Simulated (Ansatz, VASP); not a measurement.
## Ag in VASP and in Ansatz

```
Ag
1.0
     2.90368    0.00000    0.00000
    -1.45184    2.51466    0.00000
     0.00000    0.00000    4.88997
Ag
2
Direct
  0.33333 0.66667 0.25000
  0.66667 0.33333 0.75000
```

Change from the starting cell: strain along c alone, the other axes held, atoms relaxed: +3.0 %.

Alike in both runs: task single point; functional r2SCAN; k mesh 24 × 24 × 12; occupations gaussian, width 0.1 eV; no spin polarisation.

|  | VASP | Ansatz |
| --- | --- | --- |
| version | VASP 6.6.1 | Ansatz 0.2.0 |
| potentials or method | VASP PAW PBE potentials, release 64 (Ag), cutoff 520 eV | scalar-relativistic, plane waves, PAW |
| valence electrons in the cell | 22 | 38 |

|  | VASP | Ansatz | Ansatz less VASP |
| --- | --- | --- | --- |
| gap on the k mesh at the Fermi level (eV) | none | none | - |
| pressure (GPa) | -2.7 | -2.8 | -0.10 |
| traceless stress, the component that is largest in VASP (GPa) | -1.38 | -1.35 | +0.027 |

VASP's potentials were made for PBE, not for r2SCAN. A gap of «none» marks a metal or a gap that the smearing closes. With one functional, cell and mesh, what is left measures potentials, basis and numerics. VASP's potentials hold 22 valence electrons a cell and Ansatz's 38, so a difference there can come from the potentials and not from the codes.
